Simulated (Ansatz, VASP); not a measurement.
**One calculation of ZnO, two programs**

```
CELL_PARAMETERS angstrom
3.24940 0.00000 0.00000
-1.62470 2.81406 0.00000
0.00000 0.00000 5.25584
ATOMIC_POSITIONS crystal
Zn 0.33333 0.66667 0.00000
Zn 0.66667 0.33333 0.50000
O 0.33333 0.66667 0.38210
O 0.66667 0.33333 0.88210
```

Change from the starting cell: zz strain of +1 %.

Alike in both runs: task single point; functional PBE; k mesh 11 × 11 × 6; occupations fermi-dirac, width 0.02 eV; no spin polarisation.

```csv
,VASP,Ansatz
version,VASP 6.6.1,Ansatz 0.2.0
potentials or method,"VASP PAW PBE potentials, release 64 (Zn, O), cutoff 520 eV","all-electron LAPW, scalar-relativistic"
```

```csv
,VASP,Ansatz,Ansatz less VASP
gap on the k mesh at the Fermi level (eV),0.76,0.79,+0.031
pressure (GPa),4.5,3.4,-1.09
"traceless stress, the component that is largest in VASP (GPa)",-1.27,-1.18,+0.089
rms of the force components (eV/Å),0.068,0.064,-0.0042
```

Atom by atom the forces differ by 0.004 eV/Å (rms over components). Ansatz ran all-electron here, and VASP with PAW potentials.
